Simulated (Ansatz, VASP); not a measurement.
**Li: VASP beside Ansatz**

```
Li
1.0
     1.55050    0.89518    7.66418
    -1.55050    0.89518    7.66418
     0.00000   -1.79036    7.66418
Li
3
Direct
  0.00000 0.00000 0.00000
  0.22200 0.22200 0.22200
  0.77800 0.77800 0.77800
```

Change from the starting cell: zz strain of +1 %.

Alike in both runs: task single point; functional PBE; k mesh 12 × 12 × 12; occupations fermi-dirac, width 0.05 eV; no spin polarisation.

```csv
,VASP,Ansatz
version,VASP 6.6.1,Ansatz 0.2.0
potentials or method,"VASP PAW PBE potentials, release 64 (Li_sv), cutoff 520 eV","all-electron LAPW, scalar-relativistic"
```

|  | VASP | Ansatz | Ansatz less VASP |
| --- | --- | --- | --- |
| rms of the force components (eV/Å) | 0.004 | 0.004 | -0.0001 |

Atom by atom the forces differ by 0.000 eV/Å (rms over components). Ansatz ran all-electron here, and VASP with PAW potentials.

Noted on VASP's run: the cutoff is short for stress, so the pressure is rough.
